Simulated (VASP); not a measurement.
The system is O.

```
CELL_PARAMETERS angstrom
2.79319 -1.62848 0.00000
2.79319 1.62848 0.00000
-2.34561 0.00000 3.57260
ATOMIC_POSITIONS crystal
O 0.97455 0.97455 0.84443
O 0.02545 0.02545 0.15557
```

Base run:

| Property | Result |
| --- | --- |
| Program | VASP 6.6.1 |
| Functional | PBE |
| Potentials or basis | VASP PAW PBE potentials, release 64 (O) |
| Cutoff | 520 eV |
| k mesh | 10 × 10 × 7 |
| Occupations | fermi-dirac, width 0.05 eV |
| Spin | no spin polarisation |

Its results: band gap on the k mesh zero (bands 6 and 7 overlap by 0.31 eV); pressure 3.9 GPa; largest force 2.929 eV/Å.

Question: The run is repeated on the same cell with these changes: functional from PBE to PBEsol; further incar settings from ALGO = Normal; EDIFF = 1e-06; NBANDS = 13 to ALGO = Normal; EDIFF = 1e-07; NBANDS = 13. What comes out?

Answer: Band gap on the k mesh zero (bands 6 and 7 overlap by 0.31 eV); pressure 2.2 GPa; largest force 2.496 eV/Å.

Caveats: the standard files for N, O and F lose accuracy on very short bonds; spin is off for a triplet molecule; this functional lacks dispersion, which holds the molecules together, so the pressure and a relaxed volume are unreliable; the cell stands under pressure (at least some runs); forces of over 1 eV/Å act on the atoms, so gaps and moduli don't describe the material at rest (at least some runs); the PAW data sets were made with another functional, which shifts forces and pressure a little (at least some runs).
